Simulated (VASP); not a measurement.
A run of VASP 6.6.1 is set up as follows.

The input INCAR:

```
ALGO = Normal
EDIFF = 1E-7
EDIFFG = -0.03
ENCUT = 600
GGA = PS
GGA_COMPAT = F
IBRION = 2
ISIF = 3
ISMEAR = -1
LASPH = T
LCHARG = F
LREAL = F
LWAVE = F
NELM = 120
NELMIN = 4
NSW = 60
PREC = Accurate
SIGMA = 0.05
```

The input KPOINTS:

```
k-points
0
Gamma
  6 6 2
```

Contents of POSCAR:

```
SnO
1.0
    2.7369120000     -2.7377960000      0.0000000000
    2.7369120000      2.7377960000      0.0000000000
    0.0000000000      0.0000000000     10.2219600000
Sn O
4 4
Direct
    0.7365470000      0.2634530000      0.8638580000
    0.7634530000      0.2365470000      0.3638580000
    0.2634530000      0.7365470000      0.1361420000
    0.2365470000      0.7634530000      0.6361420000
    0.2619440000      0.2380560000      0.2500000000
    0.2380560000      0.2619440000      0.7500000000
    0.7619440000      0.7380560000      0.2500000000
    0.7380560000      0.7619440000      0.7500000000
```

Potentials or basis: VASP PAW PBE potentials, release 64 (Sn_d, O).

Launch:

```bash
$ cat potpaw_PBE.64/Sn_d/POTCAR potpaw_PBE.64/O/POTCAR > POTCAR
$ mpirun -np 1 vasp_std > vasp.out
```

(1) Estimate the relaxed cell.

(2) What does it give for the relaxed volume?

(3) Estimate the space group after relaxing (to 0.1 Å).

## Answers

(1) a = 3.794 Å, b = 3.794 Å, c = 9.445 Å, α = 90.00°, β = 90.00°, γ = 90.00°.

(2) 16.99 Å³/atom.

(3) P4/nmm (No. 129).

Caveat: the PAW data sets were made with another functional, which shifts forces and pressure a little.
